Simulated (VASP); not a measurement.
# MgO (Periclase) (Fm-3m) in VASP: notebook, part 2 of 2

VASP 6.6.1. Earlier steps stand in the parts before.

### 4 Single point, PBE+D3(BJ)

INCAR

```
  ALGO = Normal
  EDIFF = 1E-6
  ENCUT = 600
  GGA = PE
  GGA_COMPAT = F
  ISIF = 2
  ISMEAR = 0
  IVDW = 12
  LASPH = T
  LCHARG = F
  LREAL = F
  LWAVE = F
  NBANDS = 11
  NELM = 120
  PREC = Accurate
  SIGMA = 0.01
```

KPOINTS

```
k-points
0
Gamma
  5 5 5
```

POSCAR

```
MgO
1.0
    0.0000000000      2.1085000000      2.1085000000
    2.1085000000      0.0000000000      2.1085000000
    2.1085000000      2.1085000000      0.0000000000
Mg O
1 1
Direct
    0.0000000000      0.0000000000      0.0000000000
    0.5000000000      0.5000000000      0.5000000000
```

Launch:

```console
> cat potpaw_PBE.64/Mg/POTCAR potpaw_PBE.64/O/POTCAR > POTCAR
> mpirun -np 1 vasp_std > vasp.out
```

Run time: 4.9 s. Hardware: 1 thread of Intel Xeon 8259CL, shared host; peak memory 0.15 GiB.

It converged, with:

```yaml
Free_energy: -12.4926 eV
Pressure: -2.0 GPa
Band_gap_on_the_k_mesh: 4.69 eV, direct
Dispersion_energy_per_atom: -0.292 eV
```

Levels at points of the mesh, in eV from the valence-band top:
```
           k point  band 1  band 2  band 3  band 4  band 5  band 6  band 7  band 8  band 9
(0.00, 0.00, 0.00)  -17.24    0.00    0.00    0.00    4.69   15.78   15.78   15.78   19.69
```

Caveat: the k points lie up to 0.52 Å⁻¹ apart; three body term missing. As with any semilocal functional, this PBE gap is likely too small.

### 5 Single point, PBE+D3(BJ)

INCAR

```
PREC     = Accurate       # precision mode
ENCUT    = 600            # plane-wave cutoff, eV
EDIFF    = 1E-6           # SCF threshold, eV
ISMEAR   = 0              # smearing method
SIGMA    = 0.01           # smearing width, eV
LREAL    = F              # projectors in reciprocal space
LASPH    = T              # aspherical terms in the spheres
NELM     = 120            # most SCF steps
ALGO     = Normal         # electronic algorithm
ISIF     = 2              # what is computed and relaxed
LWAVE    = F              # write WAVECAR
LCHARG   = F              # write CHGCAR
GGA      = PE             # functional
IVDW     = 12             # dispersion correction
NBANDS   = 11             # bands
GGA_COMPAT= F
```

KPOINTS

```
Automatic mesh
0
Gamma
  6 6 6
```

POSCAR is that of step 4.

Potentials or basis: VASP PAW PBE potentials, release 64 (Mg, O).

Launch:

```console
> cat potpaw_PBE.64/Mg/POTCAR potpaw_PBE.64/O/POTCAR > POTCAR
> mpirun -np 1 vasp_std > vasp.out
```

OUTCAR:

```text
PREC = Accurate
   ENCUT = 600
   EDIFF = 1E-6
   ISMEAR = 0
   LREAL = F
   LASPH = T
   NELM = 120
   ISIF = 2
   GGA = PE
   IVDW = 12
 IVDW          = 12

 ion  position               nearest neighbor table
   1  0.000  0.000  0.000-   2 2.11   2 2.11   2 2.11   2 2.11   2 2.11   2 2.11
   2  0.500  0.500  0.500-   1 2.11   1 2.11   1 2.11   1 2.11   1 2.11   1 2.11

  LATTYP: Found a face centered cubic cell.
 ALAT       =     4.2170000000

  Lattice vectors:

 A1 = (   0.0000000000,   2.1085000000,   2.1085000000)
 A2 = (   2.1085000000,   0.0000000000,   2.1085000000)
 A3 = (   2.1085000000,   2.1085000000,   0.0000000000)

Analysis of symmetry for initial positions (statically):
=====================================================================
 Subroutine PRICEL returns:
 Original cell was already a primitive cell.

 Routine SETGRP: Setting up the symmetry group for a
 face centered cubic supercell.

 Subroutine GETGRP returns: Found 48 space group operations
 (whereof 48 operations were pure point group operations)
 out of a pool of 48 trial point group operations.

[... 162 lines left out ...]
      1     -14.0852      2.00000
      2       3.1594      2.00000
      3       3.1594      2.00000
      4       3.1594      2.00000
      5       7.8526      0.00000
      6      18.9411      0.00000
      7      18.9411      0.00000
      8      18.9411      0.00000
      9      22.8474      0.00000
     10      24.6188      0.00000
     11      24.6188      0.00000
[... 197 lines left out ...]
 k-point    16 :      -0.3333    0.5000    0.1667
  band No.  band energies     occupation
      1     -12.5146      2.00000
      2      -0.3856      2.00000
      3       0.9273      2.00000
      4       1.4972      2.00000
      5      13.6958      0.00000
      6      14.5336      0.00000
      7      15.6055      0.00000
      8      19.6079      0.00000
      9      23.2917      0.00000
     10      27.7623      0.00000
     11      29.2917      0.00000

------------------------ aborting loop because EDIFF is reached ----------------------------------------

 Edisp (eV)   -0.58410

 E8    (eV) :    -0.2287

  FORCE on cell =-STRESS in cart. coord.  units (eV):
  Direction    XX          YY          ZZ          XY          YZ          ZX
  --------------------------------------------------------------------------------------
  -------------------------------------------------------------------------------------
  Total      -0.23755    -0.23755    -0.23755     0.00000     0.00000     0.00000
  in kB     -20.30055   -20.30055   -20.30055     0.00000     0.00000     0.00000
  external pressure =      -20.30 kB  Pullay stress =        0.00 kB

 VOLUME and BASIS-vectors are now :
 -----------------------------------------------------------------------------
  energy-cutoff  :      600.00
  volume of cell :       18.75
      direct lattice vectors                 reciprocal lattice vectors
     0.000000000  2.108500000  2.108500000    -0.237135404  0.237135404  0.237135404
     2.108500000  0.000000000  2.108500000     0.237135404 -0.237135404  0.237135404
     2.108500000  2.108500000  0.000000000     0.237135404  0.237135404 -0.237135404

 POSITION                                       TOTAL-FORCE (eV/Angst)
 -----------------------------------------------------------------------------------
      0.00000      0.00000      0.00000         0.000000      0.000000      0.000000
      2.10850      2.10850      2.10850        -0.000000     -0.000000     -0.000000
 -----------------------------------------------------------------------------------
    total drift:                               -0.000000     -0.000000      0.000000

  FREE ENERGIE OF THE ION-ELECTRON SYSTEM (eV)
  ---------------------------------------------------
  free  energy   TOTEN  =       -12.4942107008 eV

  energy  without entropy=      -12.4942107008  energy(sigma->0) =      -12.49421070
```

OSZICAR:

```text
N       E                     dE             d eps       ncg     rms          rms(c)
DAV:   1     0.216677266957E+02    0.21668E+02   -0.46626E+03   368   0.715E+02
DAV:   2    -0.124824473514E+02   -0.34150E+02   -0.33376E+02   403   0.153E+02
DAV:   3    -0.134656723485E+02   -0.98322E+00   -0.98221E+00   421   0.230E+01
DAV:   4    -0.134681926324E+02   -0.25203E-02   -0.25202E-02   382   0.132E+00
DAV:   5    -0.134682008324E+02   -0.82000E-05   -0.82000E-05   418   0.749E-02    0.721E+00
DAV:   6    -0.119276885493E+02    0.15405E+01   -0.87608E+00   370   0.163E+01    0.223E+00
DAV:   7    -0.119159559218E+02    0.11733E-01   -0.57445E-02   379   0.216E+00    0.135E+00
DAV:   8    -0.119105252722E+02    0.54306E-02   -0.28646E-02   379   0.191E+00    0.244E-01
DAV:   9    -0.119101316721E+02    0.39360E-03   -0.58925E-04   394   0.171E-01    0.137E-01
DAV:  10    -0.119101121126E+02    0.19559E-04   -0.53788E-04   382   0.175E-01    0.922E-03
DAV:  11    -0.119101141915E+02   -0.20789E-05   -0.28519E-06   403   0.142E-02    0.578E-03
DAV:  12    -0.119101140910E+02    0.10058E-06   -0.70165E-07   212   0.656E-03
   1 F= -.12494211E+02 E0= -.12494211E+02  d E =-.106433E-29
```

Wall time 5.6 s (1 thread of Intel Xeon 8259CL, shared host); peak memory 0.15 GiB.

Results:

```
Free energy                : -12.4942 eV
Pressure                   : -2.0 GPa
Band gap on the k mesh     : 4.69 eV, direct
Dispersion energy per atom : -0.292 eV
```

Caveat: the k points lie up to 0.43 Å⁻¹ apart; three body term missing. Expect the measured gap to be larger: semilocal functionals such as PBE lack the derivative discontinuity.

### 6 Single point, PBE+D3(BJ)

INCAR

```
SYSTEM = MgO
ALGO = Normal
EDIFF = 1E-6
ENCUT = 600
GGA = PE
GGA_COMPAT = .False.
ISIF = 2
ISMEAR = 0
IVDW = 12
LASPH = .True.
LCHARG = .False.
LREAL = .False.
LWAVE = .False.
NBANDS = 11
NELM = 120
PREC = Accurate
SIGMA = 0.01
```

KPOINTS

```
k-points
0
Gamma
  8 8 8
  0 0 0
```

POSCAR is that of step 5.

Potentials or basis: VASP PAW PBE potentials, release 64 (Mg, O).

Launch:

```console
> cat potpaw_PBE.64/Mg/POTCAR potpaw_PBE.64/O/POTCAR > POTCAR
> mpirun -np 1 vasp_std > vasp.out
```

OUTCAR:

```text
SYSTEM = MgO
   EDIFF = 1E-6
   ENCUT = 600
   GGA = PE
   ISIF = 2
   ISMEAR = 0
   IVDW = 12
   LASPH = .True.
   LREAL = .False.
   NELM = 120
   PREC = Accurate
 IVDW          = 12

 ion  position               nearest neighbor table
   1  0.000  0.000  0.000-   2 2.11   2 2.11   2 2.11   2 2.11   2 2.11   2 2.11
   2  0.500  0.500  0.500-   1 2.11   1 2.11   1 2.11   1 2.11   1 2.11   1 2.11

  LATTYP: Found a face centered cubic cell.
 ALAT       =     4.2170000000

  Lattice vectors:

 A1 = (   0.0000000000,   2.1085000000,   2.1085000000)
 A2 = (   2.1085000000,   0.0000000000,   2.1085000000)
 A3 = (   2.1085000000,   2.1085000000,   0.0000000000)

Analysis of symmetry for initial positions (statically):
=====================================================================
 Subroutine PRICEL returns:
 Original cell was already a primitive cell.

 Routine SETGRP: Setting up the symmetry group for a
 face centered cubic supercell.

 Subroutine GETGRP returns: Found 48 space group operations
 (whereof 48 operations were pure point group operations)
 out of a pool of 48 trial point group operations.

The static configuration has the point symmetry O_h .

Analysis of symmetry for dynamics (positions and initial velocities):
=====================================================================
 Subroutine PRICEL returns:
 Original cell was already a primitive cell.

 Routine SETGRP: Setting up the symmetry group for a
 face centered cubic supercell.

 Subroutine GETGRP returns: Found 48 space group operations
 (whereof 48 operations were pure point group operations)
 out of a pool of 48 trial point group operations.

The dynamic configuration has the point symmetry O_h .

 Subroutine INISYM returns: Found 48 space group operations
 (whereof 48 operations are pure point group operations),
 and found     1 'primitive' translations

----------------------------------------------------------------------------------------

                                     Primitive cell

  volume of cell :      18.7478

[... 118 lines left out ...]
   LRPA    =     F    only Hartree local field effects (RPA)
 non-spin polarized calculation
 Gauss-broadening in eV      SIGMA  =   0.01
  energy-cutoff  :      600.00
  volume of cell :       18.75
 maximum number of plane-waves:       638
   NGX = 11   NGY = 11   NGZ = 11

 number of electron       8.0000005 magnetization

 Free energy of the ion-electron system (eV)
  ---------------------------------------------------
  ext. energy  EPLUGINS =         0.00000000
  ---------------------------------------------------
  free energy    TOTEN  =       -11.91055272 eV

  energy without entropy =      -11.91055272  energy(sigma->0) =      -11.91055272

 E-fermi :   3.2283     XC(G=0): -11.0616

 val. band max:        3.1587128868   @ k =   0.0000   0.0000   0.0000
 cond. band min:       7.8522554640   @ k =   0.0000   0.0000   0.0000
 fundamental gap:      4.6935425772
 Fermi energy:         3.2282877135

 k-point     1 :       0.0000    0.0000    0.0000
  band No.  band energies     occupation
      1     -14.0858      2.00000
      2       3.1587      2.00000
      3       3.1587      2.00000
      4       3.1587      2.00000
      5       7.8523      0.00000
      6      18.9410      0.00000
      7      18.9410      0.00000
      8      18.9410      0.00000
      9      22.8472      0.00000
     10      24.6187      0.00000
     11      24.6187      0.00000
[... 309 lines left out ...]
 k-point    24 :      -0.3750    0.2500    0.1250
  band No.  band energies     occupation
      1     -12.6615      2.00000
      2      -0.8270      2.00000
      3       1.2326      2.00000
      4       2.1771      2.00000
      5      12.8071      0.00000
      6      15.3242      0.00000
      7      16.6135      0.00000
      8      20.0151      0.00000
      9      23.6453      0.00000
     10      25.1904      0.00000
     11      29.2644      0.00000

 [... further k-points ...]

------------------------ aborting loop because EDIFF is reached ----------------------------------------

 Edisp (eV)   -0.58410

 E8    (eV) :    -0.2287

  FORCE on cell =-STRESS in cart. coord.  units (eV):
  Direction    XX          YY          ZZ          XY          YZ          ZX
  --------------------------------------------------------------------------------------
  -------------------------------------------------------------------------------------
  Total      -0.23772    -0.23772    -0.23772     0.00000     0.00000    -0.00000
  in kB     -20.31550   -20.31550   -20.31550     0.00000     0.00000    -0.00000
  external pressure =      -20.32 kB  Pullay stress =        0.00 kB

 VOLUME and BASIS-vectors are now :
 -----------------------------------------------------------------------------
  energy-cutoff  :      600.00
  volume of cell :       18.75
      direct lattice vectors                 reciprocal lattice vectors
     0.000000000  2.108500000  2.108500000    -0.237135404  0.237135404  0.237135404
     2.108500000  0.000000000  2.108500000     0.237135404 -0.237135404  0.237135404
     2.108500000  2.108500000  0.000000000     0.237135404  0.237135404 -0.237135404

 POSITION                                       TOTAL-FORCE (eV/Angst)
 -----------------------------------------------------------------------------------
      0.00000      0.00000      0.00000         0.000000      0.000000     -0.000000
      2.10850      2.10850      2.10850         0.000000      0.000000      0.000000
 -----------------------------------------------------------------------------------
    total drift:                               -0.000000     -0.000000      0.000000

  FREE ENERGIE OF THE ION-ELECTRON SYSTEM (eV)
  ---------------------------------------------------
  free  energy   TOTEN  =       -12.4946493288 eV

  energy  without entropy=      -12.4946493288  energy(sigma->0) =      -12.49464933
```

It took 10 s on 1 thread of Intel Xeon 8259CL, shared host; peak memory 0.15 GiB.

Results:

```
Free energy                : -12.4946 eV
Pressure                   : -2.0 GPa
Band gap on the k mesh     : 4.69 eV, direct
Dispersion energy per atom : -0.292 eV
```

Levels at points of the mesh, in eV from the valence-band top:
```
           k point  band 2  band 3  band 4  band 5  band 6  band 7
(0.00, 0.00, 0.00)    0.00    0.00    0.00    4.69   15.78   15.78
(0.50, 0.00, 0.00)   -4.60   -0.65   -0.65    7.88   12.57   16.28
(0.50, 0.50, 0.00)   -4.07   -1.34   -1.34    9.12    9.93   13.06
```

Caveat: three body term missing.

### 7 Overview

```csv
k mesh,gap on the mesh (eV),pressure (GPa)
3 × 3 × 3,4.65,-1.6
4 × 4 × 4,4.69,-2.0
5 × 5 × 5,4.69,-2.0
6 × 6 × 6,4.69,-2.0
8 × 8 × 8,4.69,-2.0
```

Alike in all rows: task single point; level PBE+D3(BJ); potentials or basis VASP PAW PBE potentials, release 64 (Mg, O); no spin polarisation; cell as given; cutoff (eV) 600; smearing gaussian 0.01 eV.

Caveats: some runs use coarse meshes; three body term missing.

Absolute energies hang on the potentials; compare differences alone.

### 8 How close it comes

Step 6. Against the measured gap of MgO, 7.83 eV (quoted in “Electronic structure of alkaline earth and post-transition metal oxides”, 2009, arxiv:0908.1581), the calculated 4.69 eV is off by -3.14 eV. The value is that of PBE+D3(BJ), without temperature or zero-point motion. Semilocal functionals fall short of measured gaps as a rule.
